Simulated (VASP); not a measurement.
Crystal: La2O3.

```
La O
1.0
     6.26678    0.00000    0.00000
    -3.13339    5.42719    0.00000
     0.00000    0.00000    3.29977
La O
2 3
Direct
  0.66667 0.33333 0.50000
  0.33333 0.66667 0.50000
  0.50801 0.00000 0.00000
  0.00000 0.50801 0.00000
  0.49199 0.49199 0.00000
```

```yaml
Program: VASP 6.6.1
Task: relaxation of cell and atoms
Functional: PBE
Potentials_or_basis: VASP PAW PBE potentials, release 64 (La, O)
Cutoff: 600 eV
k_mesh: 5 × 5 × 8
Occupations: fermi-dirac, width 0.05 eV
Spin: no spin polarisation
```

At the start: pressure 1.8 GPa; volume 22.45 Å³/atom.

Question: Where does the relaxation end?

Answer: Over 13 steps the energy falls by 6.3 meV/atom and the volume is 23.04 Å³/atom (+2.6 %); space group P-62m (No. 189, to 0.1 Å) before, P6/mmm (No. 191, to 0.1 Å).

The path:
```
step  energy change (eV)  largest force (eV/Å)  pressure (GPa)  volume (Å³)
   1              0.0000                0.0469            1.78       112.23
   2             -0.0221                0.0630           -1.06       116.32
   3             -0.0241                0.0596           -0.45       115.39
   4             -0.0267                0.0557            0.23       115.03
   5             -0.0276                0.0569            0.00       115.15
   6             -0.0280                0.0541            0.02       115.14
   7             -0.0292                0.0421            0.06       115.08
   8             -0.0307                0.0253            0.15       114.98
   9             -0.0310                0.0112            0.29       114.77
  10             -0.0313                0.0031            0.24       114.86
  11             -0.0315                0.0015           -0.12       115.30
  12             -0.0316                0.0003            0.00       115.16
  13             -0.0316                0.0004            0.01       115.18
```

Final structure:
```yaml
crystal:
  lattice:
    - [6.36383, 0.00000, 0.00000]
    - [-3.18192, 5.51124, 0.00000]
    - [0.00000, 0.00000, 3.28416]
  atoms:
    - { symbol: La, position: [0.66667, 0.33333, 0.50000] }
    - { symbol: La, position: [0.33333, 0.66667, 0.50000] }
    - { symbol: O, position: [0.49996, 0.00000, 0.00000] }
    - { symbol: O, position: [0.00000, 0.49996, 0.00000] }
    - { symbol: O, position: [0.50004, 0.50004, 0.00000] }
```
